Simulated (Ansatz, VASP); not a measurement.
**One calculation of TaN, two programs**

```
CELL_PARAMETERS angstrom
2.93800 0.00000 0.00000
-1.46900 2.54438 0.00000
0.00000 0.00000 2.88300
ATOMIC_POSITIONS crystal
Ta 0.33333 0.66667 0.50000
N 0.00000 0.00000 0.00000
```

Alike in both runs: task relaxation of cell and atoms; functional PBE; k mesh 10 × 10 × 9; occupations fermi-dirac, width 0.05 eV; no spin polarisation; Hubbard terms Ta d U = 3.0 eV.

|  | VASP | Ansatz |
| --- | --- | --- |
| version | VASP 6.6.1 | Ansatz 0.2.0 |
| potentials or method | VASP PAW PBE potentials, release 64 (Ta_sv_GW, N) | Ansatz PAW |
| plane-wave cutoff (eV) | 600 | 420 |
| valence electrons in the cell | 18 | 18 |

Ansatz gave:

```
gap on the k mesh at the Fermi level, each at its own relaxed structure (eV) : none
relaxed volume (Å³/atom)                                                     : 11.01
relaxed cell length with the largest relative difference (Å)                 : 2.901
```

**Question.** What did VASP give for the same quantities?

**Answer.** gap on the k mesh at the Fermi level, each at its own relaxed structure (eV): none; relaxed volume (Å³/atom): 11.22; relaxed cell length with the largest relative difference (Å): 2.925.

The programs project onto different local orbitals, so the same U acts differently, and such runs can settle in different states. A gap of «none» marks a metal or a gap that the smearing closes.

Spin-orbit coupling is off throughout. Noted on Ansatz's run: the plane-wave basis is chosen anew once the cell has moved, so the energies of steps on either side of that aren't comparable.
